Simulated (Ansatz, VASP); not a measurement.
## SnO2 in VASP and in Ansatz

Contents of INCAR:

```
SYSTEM = SnO2
PREC = Accurate
ENCUT = 600
EDIFF = 1E-6
ISMEAR = -1
SIGMA = 0.02
LREAL = .False.
LASPH = .True.
NELM = 120
ALGO = Normal
ISIF = 2
LWAVE = .False.
LCHARG = .False.
GGA = PE
NBANDS = 20
GGA_COMPAT = .False.
```

Contents of KPOINTS:

```
Automatic mesh
0
Gamma
  8 8 8
  0 0 0
```

POSCAR

```
SnO2
1.0
   -0.0922181978      2.4412487738      2.4412487738
    2.4412487738     -0.0922181978      2.4412487738
    2.4412487738      2.4412487738     -0.0922181978
Sn O
1 2
Direct
    0.0000000000      0.0000000000      0.0000000000
    0.2523282179      0.2523282179      0.2523282179
    0.7476717821      0.7476717821      0.7476717821
```

Input for Ansatz:

```yaml
crystal:
  lattice:
    - [-0.0922181978, 2.4412487738, 2.4412487738]
    - [2.4412487738, -0.0922181978, 2.4412487738]
    - [2.4412487738, 2.4412487738, -0.0922181978]
  atoms:
    - { symbol: Sn, position: [0.0, 0.0, 0.0] }
    - { symbol: O, position: [0.2523282179, 0.2523282179, 0.2523282179] }
    - { symbol: O, position: [0.7476717821, 0.7476717821, 0.7476717821] }
kpoints:
  mp_grid: { grid: [8, 8, 8] }
  band_path:
    path:
      - [0.0, 0.0, 0.0]
      - [0.5, 0.0, 0.5]
      - [0.625, 0.25, 0.625]
      - [0.375, 0.375, 0.75]
      - [0.5, 0.5, 0.5]
      - [0.5, 0.25, 0.75]
      - [0.247396, -0.5, -0.247396]
    npoints: 1
hamiltonian:
  xc: pbe
scf:
  occupations: { method: fermi_dirac, width: 0.02 }
  n_extra_bands: 4
output:
  forces: true
  stress: true
  eigenvalues: true
```

Change from the starting cell: shear_111 strain -5.5%.

Alike in both runs: task single point; functional PBE; k mesh 8 × 8 × 8; occupations fermi-dirac, width 0.02 eV; no spin polarisation.

```csv
,VASP,Ansatz
version,VASP 6.6.1,Ansatz 0.2.0
potentials or method,"VASP PAW PBE potentials, release 64 (Sn_d, O)","plane waves, PAW"
plane-wave cutoff (eV),600,420
valence electrons in the cell,26,26
```

Ansatz gave:

- gap on the k mesh at the Fermi level (eV): 0.91
- pressure (GPa): 24.5
- traceless stress, the component that is largest in VASP (GPa): 1.58
- rms of the force components (eV/Å): 0.033

Q: What did VASP give for the same quantities?

A: gap on the k mesh at the Fermi level (eV): 0.90; pressure (GPa): 25.1; traceless stress, the component that is largest in VASP (GPa): 1.67; rms of the force components (eV/Å): 0.040.

Atom by atom the forces differ by 0.007 eV/Å (rms over components). With one functional, cell and mesh, what is left measures potentials, basis and numerics.
